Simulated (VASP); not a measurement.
Wanted: the native input for a VASP 6.6.1 run.

* Task: single point
* Functional: PBE
* Potentials or basis: VASP PAW PBE potentials, release 64 (O, Zr_sv)
* Cutoff: 520 eV
* k mesh: 3 × 3 × 3, shifted
* Occupations: fermi-dirac, width 0.1 eV
* Spin: no spin polarisation
* Dipole correction: no
* Further INCAR settings: LREAL = Auto; ALGO = Normal; EDIFF = 1e-06; NBANDS = 98

The structure of Zr3O lies in POSCAR:

```
Zr3O
1.0
    7.7450400000     -1.1018890000      0.1023070000
    0.4064980000      6.4104730000      0.9900880000
   -0.8343650000      0.0480450000      6.1806610000
O Zr
4 12
Direct
    0.1030310000      0.5602900000      0.2274890000
    0.9188440000      0.3933700000      0.5389370000
    0.9099070000      0.5727830000      0.3147330000
    0.2949980000      0.5274000000      0.7845150000
    0.8423300000      0.0831350000      0.7486640000
    0.2004680000      0.2142270000      0.6459150000
    0.3320030000      0.8388800000      0.9562650000
    0.2002360000      0.1452670000      0.1895860000
    0.8406940000      0.2168460000      0.2413530000
    0.6873530000      0.6591380000      0.7209710000
    0.0361910000      0.8177600000      0.5273610000
    0.0158850000      0.4682310000      0.8856870000
    0.5425460000      0.2455880000      0.8987310000
    0.3680180000      0.5983320000      0.4297910000
    0.6879710000      0.7937740000      0.2016510000
    0.4936470000      0.0222230000      0.5145810000
```

These files were run (other wordings do the same):

INCAR

```
ALGO = Normal
EDIFF = 1E-6
ENCUT = 520
GGA = PE
ISIF = 2
ISMEAR = -1
LASPH = True
LCHARG = True
LELF = True
LREAL = Auto
LVHAR = True
LWAVE = False
NBANDS = 98
NELM = 100
PREC = Accurate
SIGMA = 0.1
```

KPOINTS

```
Automatic mesh
0
Gamma
  3 3 3
  0 0.5 0.5
```

Potentials or basis: VASP PAW PBE potentials, release 64 (O, Zr_sv).

Launch:

```bash
$ cat potpaw_PBE.64/O/POTCAR potpaw_PBE.64/Zr_sv/POTCAR > POTCAR
$ mpirun -np 1 vasp_std > vasp.out
```

Results of the run:

- Pressure: 3.8 GPa
- Largest force: 8.055 eV/Å
- Band gap on the k mesh: zero (bands 84 and 85 overlap by 0.13 eV)

Run time: 14 min on 1 thread of Intel(R) Xeon(R) Platinum 8259CL CPU @ 2.50GHz (Skylake/Cascade Lake) (shared host), peak memory 0.5 GiB.
